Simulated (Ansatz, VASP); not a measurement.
**Two plane-wave programs on TiCo3**

The input INCAR:

```
SYSTEM = TiCo3
ALGO = Normal
EDIFF = 1E-6
ENCUT = 520
GGA = PS
ISIF = 2
ISMEAR = 0
ISPIN = 2
LASPH = .True.
LCHARG = .False.
LMAXMIX = 4
LORBIT = 11
LREAL = .False.
LWAVE = .False.
MAGMOM = 0 0.3 0.3 0.3
NBANDS = 32
NELM = 150
PREC = Accurate
SIGMA = 0.1
```

The input KPOINTS:

```
k-points
0
Gamma
  14 14 14
  0 0 0
```

Contents of POSCAR:

```
TiCo3
1.0
    3.5282498927      0.0000000000      0.0000000000
    0.0000000000      3.5282498927      0.0000000000
    0.0000000000      0.0000000000      3.5282498927
Ti Co
1 3
Direct
    0.0000000000      0.0000000000      0.0000000000
    0.0000000000      0.5000000000      0.5000000000
    0.5000000000      0.0000000000      0.5000000000
    0.5000000000      0.5000000000      0.0000000000
```

Input for Ansatz:

```yaml
crystal:
  lattice:
    - [3.5282470685, 0.0, 0.0]
    - [0.0, 3.5282470685, 0.0]
    - [0.0, 0.0, 3.5282470685]
  atoms:
    - { symbol: Ti, position: [0.0, 0.0, 0.0] }
    - { symbol: Co, position: [0.0, 0.5, 0.5], spin: 0.3 }
    - { symbol: Co, position: [0.5, 0.0, 0.5], spin: 0.3 }
    - { symbol: Co, position: [0.5, 0.5, 0.0], spin: 0.3 }
basis:
  ecutwfc: 420
kpoints:
  mp_grid: { grid: [14, 14, 14] }
hamiltonian:
  xc: pbesol
scf:
  occupations: { method: gaussian, width: 0.1 }
output:
  forces: true
  stress: true
  eigenvalues: true
  populations: true
magnetization:
  spin_polarized: true
```

Alike in both runs: task single point; functional PBEsol; k mesh 14 × 14 × 14; occupations gaussian, width 0.1 eV; collinear spin.

```csv
,VASP,Ansatz
version,VASP 6.6.1,Ansatz 0.2.0
potentials or method,"VASP PAW PBE potentials, release 64 (Ti_sv, Co), cutoff 520 eV","scalar-relativistic, plane waves, PAW"
valence electrons in the cell,39,63
```

```tsv
	VASP	Ansatz	Ansatz less VASP
gap on the k mesh at the Fermi level (eV)	none	none	-
pressure (GPa)	-0.9	-0.2	+0.73
net moment per atom (μB)	0.13	0.14	+0.007
size of the moment on the site where the two differ most (μB)	0.20	0.21	+0.015
```

VASP's potentials were made for PBE, not for PBEsol. Site moments also hang on the region over which each program counts them. A gap of «none» marks a metal or a gap that the smearing closes. The functional is the same, so the differences come from potentials, cutoffs and numerics. VASP's potentials hold 39 valence electrons a cell and Ansatz's 63, so a difference there can come from the potentials and not from the codes.
